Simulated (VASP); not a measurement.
Write the native input for VASP 6.6.1 that does the following.

- Task: single point
- Functional: PBE
- Potentials or basis: VASP PAW PBE potentials, release 64 (Na_pv, I)
- Cutoff: 520 eV
- k mesh: 6 × 6 × 6
- Occupations: gaussian, width 0.02 eV
- Spin: no spin polarisation
- Dipole correction: no
- Further INCAR settings: ALGO = Normal; EDIFF = 1e-06; NBANDS = 14

The structure of NaI lies in POSCAR:

```
NaI
1.0
    0.0000000000      3.2646422433      3.2646422433
    3.2646422433      0.0000000000      3.2646422433
    3.2646422433      3.2646422433      0.0000000000
Na I
1 1
Direct
    0.5000000000      0.5000000000      0.5000000000
    0.0000000000      0.0000000000      0.0000000000
```

These files were run (other wordings do the same):

INCAR

```
SYSTEM = NaI
PREC     = Accurate       ! precision mode
ENCUT    = 520            ! plane-wave cutoff, eV
EDIFF    = 1E-6           ! SCF threshold, eV
ISMEAR   = 0              ! smearing method
SIGMA    = 0.02           ! smearing width, eV
LREAL    = .FALSE.        ! projectors in reciprocal space
LASPH    = .TRUE.         ! aspherical terms in the spheres
NELM     = 80             ! most SCF steps
ALGO     = Normal         ! electronic algorithm
ISIF     = 2              ! what is computed and relaxed
LWAVE    = .FALSE.        ! write WAVECAR
LCHARG   = .TRUE.         ! write CHGCAR
GGA      = PE             ! functional
LELF     = .TRUE.         ! ELF
LVHAR    = .TRUE.       
NBANDS   = 14             ! bands
```

KPOINTS

```
Automatic mesh
0
G
  6 6 6
  0 0 0
```

Potentials or basis: VASP PAW PBE potentials, release 64 (Na_pv, I).

Launch:

```console
$ cat potpaw_PBE.64/Na_pv/POTCAR potpaw_PBE.64/I/POTCAR > POTCAR
$ mpirun -np 1 vasp_std > vasp.out
```

Results of the run:

```yaml
Pressure: 0.0 GPa
Band_gap_on_the_k_mesh: 3.57 eV, direct
```

Caveat: spin-orbit coupling is left out, which moves the levels of the heavy elements.

Wall time 16 s on 1 thread of Intel(R) Xeon(R) Platinum 8259CL CPU @ 2.50GHz (Skylake/Cascade Lake) (shared host), peak memory 0.2 GiB.
